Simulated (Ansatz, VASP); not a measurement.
## One calculation of ZnS, two programs

Contents of INCAR:

```
SYSTEM = ZnS
PREC = Accurate
ENCUT = 600
EDIFF = 1E-7
ISMEAR = 0
SIGMA = 0.02
LREAL = .FALSE.
LASPH = .TRUE.
NELM = 80
ALGO = Normal
ISIF = 3
LWAVE = .FALSE.
LCHARG = .FALSE.
GGA = PS
IBRION = 2
NSW = 70
EDIFFG = -0.005
```

KPOINTS

```
Automatic mesh
0
G
  9 9 6
  0 0 0
```

Contents of POSCAR:

```
ZnS
1.0
    3.8455096032      0.0000000000      0.0000000000
   -1.9227548016      3.3303090069      0.0000000000
    0.0000000000      0.0000000000      6.3052911691
Zn S
2 2
Direct
    0.3333333333      0.6666666667      0.0052193967
    0.6666666667      0.3333333333      0.5052193967
    0.3333333333      0.6666666667      0.3797806033
    0.6666666667      0.3333333333      0.8797806033
```

Input for Ansatz:

```yaml
crystal:
  lattice:
    - [3.8455096032, 0.0, 0.0]
    - [-1.9227548016, 3.3303090069, 0.0]
    - [0.0, 0.0, 6.3052911691]
  atoms:
    - { symbol: Zn, position: [0.3333333333, 0.6666666667, 0.0052193967] }
    - { symbol: Zn, position: [0.6666666667, 0.3333333333, 0.5052193967] }
    - { symbol: S, position: [0.3333333333, 0.6666666667, 0.3797806033] }
    - { symbol: S, position: [0.6666666667, 0.3333333333, 0.8797806033] }
basis:
  ecutwfc: 420
kpoints:
  mp_grid: { grid: [9, 9, 6] }
hamiltonian:
  xc: pbesol
scf:
  occupations: { method: gaussian, width: 0.02 }
output:
  forces: true
  stress: true
  eigenvalues: true
relax:
  adjacent_minimum: "off"
  f_tol: 0.005
  max_steps: 50
  cell: { stress_tol: 0.05 }
```

Alike in both runs: task relaxation of cell and atoms; functional PBEsol; k mesh 9 × 9 × 6; occupations gaussian, width 0.02 eV; no spin polarisation.

|  | VASP | Ansatz |
| --- | --- | --- |
| version | VASP 6.6.1 | Ansatz 0.2.0 |
| potentials or method | VASP PAW PBE potentials, release 64 (Zn, S), cutoff 600 eV | scalar-relativistic, plane waves, PAW |
| valence electrons in the cell | 36 | 36 |

Ansatz gave:

| Property | Result |
| --- | --- |
| gap on the k mesh at the Fermi level, each at its own relaxed structure (eV) | 2.15 |
| relaxed volume (Å³/atom) | 19.23 |
| relaxed cell length with the largest relative difference (Å) | 3.782 |

Task: Estimate VASP's values.

Result: gap on the k mesh at the Fermi level, each at its own relaxed structure (eV): 2.15; relaxed volume (Å³/atom): 19.28; relaxed cell length with the largest relative difference (Å): 3.786.

VASP's potentials were made for PBE, not for PBEsol.
